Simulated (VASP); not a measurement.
# H3CCl in VASP: single point with r2SCAN+D3(BJ)

Aim: the single point of H3CCl with r2SCAN+D3(BJ).

All numbers are computed with VASP 6.6.1; they aren't measurements. Logs are shortened: lines on timing, memory, paths and dates and some standing lists are left out, and cuts for length are marked.

## Step 1: The cell of the first run

The cell holds a disordered packing, 30 atoms: a = 8.203 Å, b = 8.203 Å, c = 8.203 Å, α = 90.00°, β = 90.00°, γ = 90.00°.

## Step 2: Single point, r2SCAN+D3(BJ)

The input, POSCAR:

```
H3CCl
1.0
    8.2031320000      0.0000000000      0.0000000000
    0.0000000000      8.2031320000      0.0000000000
    0.0000000000      0.0000000000      8.2031320000
C Cl H
6 6 18
Direct
    0.5470664668      0.2463801459      0.9439092483
    0.9887628123      0.5600187733      0.2653617626
    0.4411300095      0.7390816971      0.6327153041
    0.6678260563      0.9524591343      0.2738747521
    0.0489708312      0.1687045678      0.2617964244
    0.0404377732      0.8078442085      0.9106413748
    0.4584721491      0.3568800518      0.7805346083
    0.9908142009      0.5534541797      0.4823725876
    0.5710121588      0.7726236061      0.8043823625
    0.6970945231      1.0948253639      0.4373696347
    0.1074202855     -0.0268281331      0.3396348688
    0.2058705963      0.9469698429      0.9298845352
    0.6208345373      0.1496561415      0.8918346774
    0.6208321208      0.3293619298      1.0166821848
    0.4486855836      0.1956809488      1.0164621416
    0.9905951780      0.6867847856      0.2284149669
    1.0966128302      0.4987420115      0.2199902827
    0.8795054552      0.4984222790      0.2222175733
    0.4726136370      0.8288069564      0.5408275087
    0.4625372425      0.6164199982      0.5878172228
    0.3144475587      0.7534247643      0.6697115885
    0.5376734196      0.9280311909      0.2685101377
    0.7090148190      1.0051976855      0.1588644537
    0.7368820787      0.8424060092      0.3008205636
    0.0005765389      0.2368019191      0.3640110167
    0.1550751923      0.2286327884      0.2096133343
   -0.0447673833      0.1532986909      0.1692144978
   -0.0120502692      0.8246650698      0.7904768059
    0.0874889049      0.6846168030      0.9246076493
   -0.0495446071      0.8336912899      1.0046661309
```

The input, INCAR.step1:

```
ALGO = Normal
EDIFF = 1E-5
ENCUT = 1060
GGA = PE
GGA_COMPAT = F
ISMEAR = -1
LASPH = T
LCHARG = F
LREAL = Auto
LWAVE = T
NBANDS = 63
NELM = 120
PREC = Accurate
SIGMA = 0.02
```

The input, INCAR.step2:

```
ALGO = Normal
EDIFF = 1E-6
ENCUT = 1060
GGA_COMPAT = F
ISIF = 2
ISMEAR = -1
ISTART = 1
IVDW = 12
LASPH = T
LCHARG = F
LMIXTAU = T
LREAL = Auto
LWAVE = F
METAGGA = R2SCAN
NBANDS = 63
NELM = 120
PREC = Accurate
SIGMA = 0.02
VDW_A1 = 0.49484001
VDW_A2 = 5.73083694
VDW_S6 = 1.0
VDW_S8 = 0.78981345
```

The input, KPOINTS:

```
k-points
0
Gamma
  1 1 1
```

Potentials or basis: VASP PAW PBE potentials, release 64 (C_h, Cl, H_h).

The run is started by

```
$ cat potpaw_PBE.64/C_h/POTCAR potpaw_PBE.64/Cl/POTCAR potpaw_PBE.64/H_h/POTCAR > POTCAR
$ cp INCAR.step1 INCAR
$ mpirun -np 1 vasp_gam > vasp.out
$ cp INCAR.step2 INCAR
$ mpirun -np 1 vasp_gam > vasp.out
```

OUTCAR:

```text
EDIFF = 1E-6
   ENCUT = 1060
   ISIF = 2
   ISMEAR = -1
   ISTART = 1
   IVDW = 12
   LASPH = T
   LREAL = Auto
   METAGGA = R2SCAN
   NELM = 120
   PREC = Accurate
 IVDW          = 12

 ion  position               nearest neighbor table
   1  0.547  0.246  0.944-  13 1.09  15 1.09  14 1.09   7 1.77
   2  0.989  0.560  0.265-  16 1.08  17 1.08  18 1.09   8 1.78
   3  0.441  0.739  0.633-  19 1.08  20 1.09  21 1.09   9 1.79
   4  0.668  0.952  0.274-  22 1.09  24 1.09  23 1.09  10 1.79
   5  0.049  0.169  0.262-  25 1.08  26 1.09  27 1.09  11 1.79
   6  0.040  0.808  0.911-  28 1.08  29 1.09  30 1.09  12 1.78
   7  0.458  0.357  0.781-   1 1.77
   8  0.991  0.553  0.482-   2 1.78
   9  0.571  0.773  0.804-   3 1.79
  10  0.697  0.095  0.437-   4 1.79
  11  0.107  0.973  0.340-   5 1.79
  12  0.206  0.947  0.930-   6 1.78
[... 16 lines left out ...]
  29  0.087  0.685  0.925-   6 1.09
  30  0.950  0.834  0.005-   6 1.09

  LATTYP: Found a simple cubic cell.
 ALAT       =     8.2031320000

  Lattice vectors:

 A1 = (   8.2031320000,   0.0000000000,   0.0000000000)
 A2 = (   0.0000000000,   8.2031320000,   0.0000000000)
 A3 = (   0.0000000000,   0.0000000000,   8.2031320000)

Analysis of symmetry for initial positions (statically):
=====================================================================
 Subroutine PRICEL returns:
 Original cell was already a primitive cell.

 Routine SETGRP: Setting up the symmetry group for a
 simple cubic supercell.

 Subroutine GETGRP returns: Found  1 space group operations
 (whereof  1 operations were pure point group operations)
 out of a pool of 48 trial point group operations.

The static configuration has the point symmetry C_1 .

Analysis of symmetry for dynamics (positions and initial velocities):
=====================================================================
 Subroutine PRICEL returns:
 Original cell was already a primitive cell.

 Routine SETGRP: Setting up the symmetry group for a
 simple cubic supercell.

 Subroutine GETGRP returns: Found  1 space group operations
 (whereof  1 operations were pure point group operations)
 out of a pool of 48 trial point group operations.

The dynamic configuration has the point symmetry C_1 .

 Subroutine INISYM returns: Found  1 space group operations
 (whereof  1 operations are pure point group operations),
 and found     1 'primitive' translations

----------------------------------------------------------------------------------------

                                     Primitive cell

  volume of cell :     552.0000

  direct lattice vectors                    reciprocal lattice vectors
     8.203132000  0.000000000  0.000000000     0.121904658  0.000000000  0.000000000
     0.000000000  8.203132000  0.000000000     0.000000000  0.121904658  0.000000000
     0.000000000  0.000000000  8.203132000     0.000000000  0.000000000  0.121904658

  length of vectors
     8.203132000  8.203132000  8.203132000     0.121904658  0.121904658  0.121904658

  position of ions in fractional coordinates (direct lattice)
     0.547066467  0.246380146  0.943909248
     0.988762812  0.560018773  0.265361763
     0.441130010  0.739081697  0.632715304
     0.667826056  0.952459134  0.273874752
     0.048970831  0.168704568  0.261796424
     0.040437773  0.807844209  0.910641375
[... 22 lines left out ...]
     0.087488905  0.684616803  0.924607649
     0.950455393  0.833691290  0.004666131

  ion indices of the primitive-cell ions
   primitive index   ion index
                 1           1
                 2           2
                 3           3
                 4           4
                 5           5
                 6           6
[... 22 lines left out ...]
                29          29
                30          30

----------------------------------------------------------------------------------------

 KPOINTS: k-points

Automatic generation of k-mesh.
 Grid dimensions read from file:
 generate k-points for:    1    1    1

 Generating k-lattice:

  Cartesian coordinates                     Fractional coordinates (reciprocal lattice)
     0.121904658  0.000000000  0.000000000     1.000000000  0.000000000  0.000000000
     0.000000000  0.121904658  0.000000000     0.000000000  1.000000000  0.000000000
     0.000000000  0.000000000  0.121904658     0.000000000  0.000000000  1.000000000

  Length of vectors
     0.121904658  0.121904658  0.121904658

  Shift w.r.t. Gamma in fractional coordinates (k-lattice)
     0.000000000  0.000000000  0.000000000

 Subroutine IBZKPT returns following result:
 ===========================================

 Found      1 irreducible k-points:

 Following reciprocal coordinates:
            Coordinates               Weight
  0.000000  0.000000  0.000000      1.000000
   k-points           NKPTS =      1   k-points in BZ     NKDIM =      1   number of bands    NBANDS=     63
   number of dos      NEDOS =    301   number of ions     NIONS =     30
   total plane-waves  NPLWV = 729000
   dimension x,y,z NGX =    90 NGY =   90 NGZ =   90
   dimension x,y,z NGXF=   180 NGYF=  180 NGZF=  180
   ions per type =               6   6  18
   NGX,Y,Z   is equivalent  to a cutoff of  18.24, 18.24, 18.24 a.u.
   NGXF,Y,Z  is equivalent  to a cutoff of  36.48, 36.48, 36.48 a.u.
 SYSTEM =  unknown system
   PREC   = accura    normal or accurate (medium, high low for compatibility)
   ISTART =      1    job   : 0-new  1-cont  2-samecut
   ICHARG =      0    charge: 1-file 2-atom 10-const
   ISPIN  =      1    spin polarized calculation?
   LNONCOLLINEAR =      F non collinear calculations
   LSORBIT =      F    spin-orbit coupling
   LASPH  =      T    aspherical Exc in radial PAW
   ENCUT  = 1060.0 eV  77.91 Ry    8.83 a.u.  21.78 21.78 21.78*2*pi/ulx,y,z
   NELM   =    120;   NELMIN=  2; NELMDL=  0     # of ELM steps
   EDIFF  = 0.1E-05   stopping-criterion for ELM
   LREAL  =      T    real-space projection
   EDIFFG = 0.1E-04   stopping-criterion for IOM
   NSW    =      0    number of steps for IOM
   IBRION =     -1    ionic relax: 0-MD 1-quasi-New 2-CG
   NFREE  =      0    steps in history (QN), initial steepest desc. (CG)
   ISIF   =      2    stress and relaxation
   ISYM   =      2    0-nonsym 1-usesym 2-fastsym
   POTIM  = 0.5000    time-step for ionic-motion
   TEBEG  =    0.0;   TEEND  =   0.0 temperature during run
   PSTRESS=    0.0 pullay stress
   NELECT =      84.0000    total number of electrons
   NUPDOWN=      -1.0000    fix difference up-down
   EMIN   =  10.00;   EMAX   =-10.00  energy-range for DOS
   EFERMI =   0.00;   METHOD = LEGACY
   ISMEAR =    -1;   SIGMA  =   0.02  broadening in eV -4-tet -1-fermi 0-gaus
   EFERMI_NEDOS =   21; number of points for ismear=-14 and -15
   IALGO  =     38    algorithm
   IMIX   =      4    mixing-type and parameters
     AMIX     =   0.40;   BMIX     =  1.00
     AMIX_MAG =   1.60;   BMIX_MAG =  1.00
  volume/ion in A,a.u.               =      18.40       124.17
  Fermi-wavevector in a.u.,A,eV,Ry     =   0.874020  1.651659 10.393649  0.763912
  Thomas-Fermi vector in A             =   1.993493
   LORBIT       =      0    0 simple, 1 ext, 2 COOP (PROOUT), +10 PAW based schemes
   METAGGA = R2SCAN    functional components
   LHFCALC =     F    Hartree Fock is set to
   AEXX    =    0.0000 exact exchange contribution
   IVDW    =    12    specifies the selected vdW correction
   LEPSILON=     F    determine dielectric tensor
   LRPA    =     F    only Hartree local field effects (RPA)
 non-spin polarized calculation
  energy-cutoff  :     1060.00
  volume of cell :      552.00
 maximum number of plane-waves:     21694
 NGX is ok and might be reduce to    90
   NGX = 43   NGY = 43   NGZ = 43

 number of electron      83.9999999 magnetization

 Free energy of the ion-electron system (eV)
  ---------------------------------------------------
  ext. energy  EPLUGINS =         0.00000000
  ---------------------------------------------------
  free energy    TOTEN  =      -166.05717753 eV

  energy without entropy =     -166.05717753  energy(sigma->0) =     -166.05717753

 E-fermi :  -3.1380     XC(G=0):  -5.8791

 val. band max:       -3.6858497036   @ k =   0.0000   0.0000   0.0000
 cond. band min:       2.2563701512   @ k =   0.0000   0.0000   0.0000
 fundamental gap:      5.9422198548
 Fermi energy:        -3.1379951622

 k-point     1 :       0.0000    0.0000    0.0000
  band No.  band energies     occupation
      1     -19.2820      2.00000
      2     -19.1252      2.00000
      3     -19.0459      2.00000
      4     -19.0112      2.00000
      5     -18.9020      2.00000
      6     -18.7218      2.00000
[... 46 lines left out ...]
     53       4.7313      0.00000
     54       4.8538      0.00000
 [bands above 54 left out]

------------------------ aborting loop because EDIFF is reached ----------------------------------------

 Edisp (eV)   -0.64544

 E8    (eV) :    -0.1262

  FORCE on cell =-STRESS in cart. coord.  units (eV):
  Direction    XX          YY          ZZ          XY          YZ          ZX
  --------------------------------------------------------------------------------------
  -------------------------------------------------------------------------------------
  Total      -0.53063    -0.12439    -0.94763    -0.15666    -0.37981    -0.91875
  in kB      -1.54017    -0.36104    -2.75050    -0.45471    -1.10239    -2.66666
  external pressure =       -1.55 kB  Pullay stress =        0.00 kB

 VOLUME and BASIS-vectors are now :
 -----------------------------------------------------------------------------
  energy-cutoff  :     1060.00
  volume of cell :      552.00
      direct lattice vectors                 reciprocal lattice vectors
     8.203132000  0.000000000  0.000000000     0.121904658  0.000000000  0.000000000
     0.000000000  8.203132000  0.000000000     0.000000000  0.121904658  0.000000000
     0.000000000  0.000000000  8.203132000     0.000000000  0.000000000  0.121904658

 POSITION                                       TOTAL-FORCE (eV/Angst)
 -----------------------------------------------------------------------------------
      4.48766      2.02109      7.74301         0.008327      0.023453      0.001720
      8.11095      4.59391      2.17680        -0.046475     -0.057871      0.015281
      3.61865      6.06278      5.19025        -0.010038      0.005949     -0.048456
      5.47827      7.81315      2.24663        -0.106744      0.086588      0.138248
      0.40171      1.38391      2.14755         0.057272     -0.064753      0.093226
      0.33172      6.62685      7.47011         0.006175      0.018454     -0.065161
[... 22 lines left out ...]
      0.71768      5.61600      7.58468        -0.004233      0.058602     -0.031900
      7.79671      6.83888      0.03828         0.058653      0.045962     -0.047147
 -----------------------------------------------------------------------------------
    total drift:                                0.002473      0.015820     -0.007781

  FREE ENERGIE OF THE ION-ELECTRON SYSTEM (eV)
  ---------------------------------------------------
  free  energy   TOTEN  =      -166.7026153157 eV

  energy  without entropy=     -166.7026153157  energy(sigma->0) =     -166.70261532
```

It took 13 min on 1 thread of Intel Xeon Platinum 8259CL at 2.50GHz (Skylake/Cascade Lake), shared host; peak memory 1.5 GiB.

Results:

```yaml
Free_energy: -166.7026 eV
Pressure: -0.2 GPa
Largest_force: 0.335 eV/Å
Dispersion_energy_per_atom: -0.022 eV
```

Forces in eV/Å, atoms in the order of the input:
```
C    0.008  0.023  0.002
C   -0.046 -0.058  0.015
C   -0.010  0.006 -0.048
C   -0.107  0.087  0.138
C    0.057 -0.065  0.093
C    0.006  0.018 -0.065
Cl  -0.076 -0.055  0.016
Cl   0.008  0.018 -0.014
Cl   0.010  0.000 -0.101
Cl  -0.126 -0.161 -0.266
Cl  -0.103  0.209 -0.047
Cl  -0.079  0.022 -0.048
H    0.007 -0.058  0.026
H   -0.050 -0.044 -0.063
H    0.039 -0.056  0.054
H   -0.008  0.078  0.045
H    0.078 -0.006  0.005
H    0.012  0.048  0.037
H   -0.020  0.061  0.037
H    0.058  0.042  0.030
H    0.174  0.035  0.070
H    0.081 -0.083 -0.121
H   -0.030  0.043  0.202
H   -0.066  0.085  0.065
H    0.053  0.039  0.006
H    0.037 -0.177  0.023
H    0.117 -0.107  0.018
H   -0.079 -0.047 -0.030
H   -0.004  0.059 -0.032
H    0.059  0.046 -0.047
```

Stress tensor (GPa, compression positive):
```
-0.15 -0.05 -0.27
-0.05 -0.04 -0.11
-0.27 -0.11 -0.28
```

Caveat: the k points lie up to 0.77 Å⁻¹ apart; the PAW data sets were made with another functional, which shifts forces and pressure a little.
